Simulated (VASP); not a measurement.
# Al (Fm-3m) in VASP: a series of runs, part 2 of 2

VASP 6.6.1. Earlier steps stand in the parts before.

## (3) Relaxation of cell and atoms, PBEsol

This run uses another cell than the first one, of 16.61 Å³/atom.

File INCAR:

```
ALGO = Normal ; EDIFF = 1E-7
EDIFFG = -0.03 ; ENCUT = 500
GGA = PS ; GGA_COMPAT = False
IBRION = 2 ; ISIF = 3
ISMEAR = 1 ; LASPH = True
LCHARG = False ; LREAL = False
LWAVE = False ; NELM = 120
NELMIN = 4 ; NSW = 80
PREC = Accurate ; SIGMA = 0.1
```

File KPOINTS:

```
k-points
0
Gamma
  18 18 18
```

File POSCAR:

```
Al
1.0
    0.0000000000      2.0250000000      2.0250000000
    2.0250000000      0.0000000000      2.0250000000
    2.0250000000      2.0250000000      0.0000000000
Al
1
Direct
    0.0000000000      0.0000000000      0.0000000000
```

Potentials or basis: VASP PAW PBE potentials, release 64 (Al).

The run is started by

```
$ cat potpaw_PBE.64/Al/POTCAR > POTCAR
$ mpirun -np 1 vasp_std > vasp.out
```

OUTCAR:

```text
EDIFF = 1E-7
   EDIFFG = -0.03
   ENCUT = 500
   GGA = PS
   IBRION = 2
   ISIF = 3
   ISMEAR = 1
   LASPH = True
   LREAL = False
   NELM = 120
   NELMIN = 4
   NSW = 80
   PREC = Accurate

 ion  position               nearest neighbor table
   1  0.000  0.000  0.000-

  LATTYP: Found a face centered cubic cell.
 ALAT       =     4.0500000000

  Lattice vectors:

 A1 = (   0.0000000000,   2.0250000000,   2.0250000000)
 A2 = (   2.0250000000,   0.0000000000,   2.0250000000)
 A3 = (   2.0250000000,   2.0250000000,   0.0000000000)

Analysis of symmetry for initial positions (statically):
=====================================================================
 Subroutine PRICEL returns:
 Original cell was already a primitive cell.

 Routine SETGRP: Setting up the symmetry group for a
 face centered cubic supercell.

 Subroutine GETGRP returns: Found 48 space group operations
 (whereof 48 operations were pure point group operations)
 out of a pool of 48 trial point group operations.

The static configuration has the point symmetry O_h .

Analysis of symmetry for dynamics (positions and initial velocities):
=====================================================================
 Subroutine PRICEL returns:
 Original cell was already a primitive cell.

 Routine SETGRP: Setting up the symmetry group for a
 face centered cubic supercell.

 Subroutine GETGRP returns: Found 48 space group operations
 (whereof 48 operations were pure point group operations)
 out of a pool of 48 trial point group operations.

The dynamic configuration has the point symmetry O_h .

 Subroutine INISYM returns: Found 48 space group operations
 (whereof 48 operations are pure point group operations),
 and found     1 'primitive' translations

----------------------------------------------------------------------------------------

                                     Primitive cell

  volume of cell :      16.6075

  direct lattice vectors                    reciprocal lattice vectors
     0.000000000  2.025000000  2.025000000    -0.246913580  0.246913580  0.246913580
     2.025000000  0.000000000  2.025000000     0.246913580 -0.246913580  0.246913580
     2.025000000  2.025000000  0.000000000     0.246913580  0.246913580 -0.246913580

  length of vectors
     2.863782464  2.863782464  2.863782464     0.427666866  0.427666866  0.427666866

  position of ions in fractional coordinates (direct lattice)
     0.000000000  0.000000000  0.000000000

  ion indices of the primitive-cell ions
   primitive index   ion index
                 1           1

----------------------------------------------------------------------------------------

 KPOINTS: k-points
[... 93 lines left out ...]
   GGA     = PS    functional components
   LHFCALC =     F    Hartree Fock is set to
   AEXX    =    0.0000 exact exchange contribution
   IVDW    =     0    specifies the selected vdW correction
   LEPSILON=     F    determine dielectric tensor
   LRPA    =     F    only Hartree local field effects (RPA)
 conjugate gradient relaxation of ions
 non-spin polarized calculation
 Methfessel and Paxton  Order N= 1 SIGMA  =   0.10
  energy-cutoff  :      500.00
  volume of cell :       16.61
 maximum number of plane-waves:       444
 NGX is ok and might be reduce to    24
   NGX = 11   NGY = 11   NGZ = 11

--------------------------------------- Ionic step        1  -------------------------------------------

 number of electron       3.0000000 magnetization

 Free energy of the ion-electron system (eV)
  ---------------------------------------------------
  ext. energy  EPLUGINS =         0.00000000
  ---------------------------------------------------
  free energy    TOTEN  =        -4.08670632 eV

  energy without entropy =       -4.08604564  energy(sigma->0) =       -4.08648609

------------------------ aborting loop because EDIFF is reached ----------------------------------------

  FORCE on cell =-STRESS in cart. coord.  units (eV):
  Direction    XX          YY          ZZ          XY          YZ          ZX
  --------------------------------------------------------------------------------------
  -------------------------------------------------------------------------------------
  Total       -0.1959187     -0.1959187     -0.1959187      0.0000000     -0.0000000      0.0000000
  in kB      -18.9008504    -18.9008504    -18.9008504      0.0000000     -0.0000000      0.0000000
  external PRESSURE =     -18.9008504 kB  Pullay stress =       0.0000000 kB

 VOLUME and BASIS-vectors are now :
 -----------------------------------------------------------------------------
  energy-cutoff  :      500.00
  volume of cell :       16.61
      direct lattice vectors                 reciprocal lattice vectors
     0.000000000  2.025000000  2.025000000    -0.246913580  0.246913580  0.246913580
     2.025000000  0.000000000  2.025000000     0.246913580 -0.246913580  0.246913580
     2.025000000  2.025000000  0.000000000     0.246913580  0.246913580 -0.246913580

 POSITION                                       TOTAL-FORCE (eV/Angst)
 -----------------------------------------------------------------------------------
      0.00000      0.00000      0.00000         0.000000     -0.000000     -0.000000
 -----------------------------------------------------------------------------------
    total drift:                                0.000000     -0.000000     -0.000000

  FREE ENERGIE OF THE ION-ELECTRON SYSTEM (eV)
  ---------------------------------------------------
  free  energy   TOTEN  =        -4.0867063162 eV

  energy  without entropy=       -4.0860456448  energy(sigma->0) =       -4.08648609

--------------------------------------- Ionic step        2  -------------------------------------------

 number of electron       3.0000000 magnetization

 Free energy of the ion-electron system (eV)
  ---------------------------------------------------
  ext. energy  EPLUGINS =         0.00000000
  ---------------------------------------------------
  free energy    TOTEN  =        -4.08915891 eV

  energy without entropy =       -4.08846710  energy(sigma->0) =       -4.08892831

 E-fermi :   8.1722     XC(G=0): -10.3372

 val. band max:        8.1557826469   @ k =  -0.2778   0.2778   0.0556
 cond. band min:       8.1791682426   @ k =  -0.4444   0.3333   0.1111
 fundamental gap:      0.0233855956
 Fermi energy:         8.1722267151

 k-point     1 :       0.0000    0.0000    0.0000
  band No.  band energies     occupation
      1      -3.1018      2.00000
      2      20.8977      0.00000
      3      20.8977      0.00000
      4      20.8977      0.00000
      5      22.5568      0.00000
[... 177 lines left out ...]
 k-point    24 :      -0.2222    0.0556    0.0000
  band No.  band energies     occupation
      1      -1.4374      2.00000
      2      12.0644      0.00000
      3      17.5878      0.00000
      4      20.4707      0.00000
      5      22.2327      0.00000

 [... further k-points ...]

------------------------ aborting loop because EDIFF is reached ----------------------------------------

  FORCE on cell =-STRESS in cart. coord.  units (eV):
  Direction    XX          YY          ZZ          XY          YZ          ZX
  --------------------------------------------------------------------------------------
  -------------------------------------------------------------------------------------
  Total        0.0264909      0.0264909      0.0264909     -0.0000000     -0.0000000     -0.0000000
  in kB        2.6295078      2.6295078      2.6295078     -0.0000000     -0.0000000     -0.0000000
  external PRESSURE =       2.6295078 kB  Pullay stress =       0.0000000 kB

 VOLUME and BASIS-vectors are now :
 -----------------------------------------------------------------------------
  energy-cutoff  :      500.00
  volume of cell :       16.14
      direct lattice vectors                 reciprocal lattice vectors
     0.000000000  2.005860435  2.005860435    -0.249269586  0.249269586  0.249269586
     2.005860435 -0.000000000  2.005860435     0.249269586 -0.249269586  0.249269586
     2.005860435  2.005860435 -0.000000000     0.249269586  0.249269586 -0.249269586

 POSITION                                       TOTAL-FORCE (eV/Angst)
 -----------------------------------------------------------------------------------
      0.00000      2.00586      2.00586         0.000000     -0.000000      0.000000
 -----------------------------------------------------------------------------------
    total drift:                                0.000000      0.000000     -0.000000

  FREE ENERGIE OF THE ION-ELECTRON SYSTEM (eV)
  ---------------------------------------------------
  free  energy   TOTEN  =        -4.0891589060 eV

  energy  without entropy=       -4.0884671041  energy(sigma->0) =       -4.08892831

 reached required accuracy - stopping structural energy minimisation
```

OSZICAR:

```text
N       E                     dE             d eps       ncg     rms          rms(c)
DAV:   1    -0.217963265772E+01   -0.21796E+01   -0.81009E+02  2110   0.310E+02
DAV:   2    -0.409800404941E+01   -0.19184E+01   -0.17795E+01  2560   0.296E+01
DAV:   3    -0.411494914175E+01   -0.16945E-01   -0.16591E-01  2530   0.318E+00
DAV:   4    -0.411500566534E+01   -0.56524E-04   -0.56522E-04  2655   0.185E-01
DAV:   5    -0.411500597789E+01   -0.31255E-06   -0.31316E-06  2625   0.109E-02    0.138E+00
DAV:   6    -0.409810768656E+01    0.16898E-01   -0.22527E-03  2385   0.316E-01    0.786E-01
DAV:   7    -0.408672143996E+01    0.11386E-01   -0.61323E-03  2275   0.503E-01    0.164E-01
DAV:   8    -0.408670740390E+01    0.14036E-04   -0.32036E-05  2590   0.590E-02    0.671E-03
DAV:   9    -0.408670665860E+01    0.74530E-06   -0.54400E-07  2495   0.515E-03    0.152E-03
DAV:  10    -0.408670634826E+01    0.31034E-06   -0.49379E-09  1885   0.706E-04    0.118E-03
DAV:  11    -0.408670631625E+01    0.32009E-07   -0.38060E-10  1295   0.178E-04
   1 F= -.40867063E+01 E0= -.40864861E+01  d E =-.408671E+01
       N       E                     dE             d eps       ncg     rms          rms(c)
DAV:   1    -0.408950561137E+01   -0.27993E-02   -0.40382E-02  2440   0.129E+00    0.177E-01
DAV:   2    -0.408930084858E+01    0.20476E-03   -0.26791E-04  2130   0.139E-01    0.634E-02
DAV:   3    -0.408916877091E+01    0.13208E-03   -0.49953E-05  2485   0.423E-02    0.227E-02
DAV:   4    -0.408915884866E+01    0.99222E-05   -0.55646E-06  2500   0.140E-02    0.139E-02
DAV:   5    -0.408915890604E+01   -0.57378E-07   -0.46700E-08  1730   0.223E-03
   2 F= -.40891589E+01 E0= -.40889283E+01  d E =-.245259E-02
```

CONTCAR:

```text
Al
   1.00000000000000
     0.0000000000000000    2.0058604350867779    2.0058604350867779
     2.0058604350867779   -0.0000000000000000    2.0058604350867779
     2.0058604350867779    2.0058604350867779   -0.0000000000000000
  Al
     1
Direct
     1.0000000000000000    0.0000000000000000    0.0000000000000000

  0.00000000E+00  0.00000000E+00  0.00000000E+00
```

Run time: 5.9 s. Hardware: 1 thread of Intel Xeon 6975P-C (Granite Rapids), shared host; peak memory 0.14 GiB.

What came out:

```yaml
Free_energy: -4.0892 eV
Relaxed_volume: 16.14 Å³/atom
Relaxed_cell: a = 2.837 Å, b = 2.837 Å, c = 2.837 Å, α = 60.00°, β = 60.00°, γ = 60.00°
Space_group_after_relaxing_to_0.1_Å: Fm-3m (No. 225)
Energy_gained_by_relaxing: 2.5 meV/atom
Ionic_steps: 2
Pressure_after_relaxing: 0.3 GPa
Band_gap_on_the_k_mesh: zero (an odd number of electrons rules out a gap without spin polarisation)
```

The path:
```csv
step,energy change (eV),largest force (eV/Å),pressure (GPa),volume (Å³)
1,0.0000,0.0000,-1.89,16.61
2,-0.0025,0.0000,0.26,16.14
```

Final structure:
```cif
data_structure
_symmetry_space_group_name_H-M 'P 1'
_symmetry_Int_Tables_number 1
_cell_length_a 2.8367
_cell_length_b 2.8367
_cell_length_c 2.8367
_cell_angle_alpha 60.000
_cell_angle_beta 60.000
_cell_angle_gamma 60.000
_cell_volume 16.14
loop_
_atom_site_label
_atom_site_type_symbol
_atom_site_fract_x
_atom_site_fract_y
_atom_site_fract_z
_atom_site_occupancy
Al1 Al 0.00000 0.00000 0.00000 1
```

Caveat: the PAW data sets were made with another functional, which shifts forces and pressure a little.
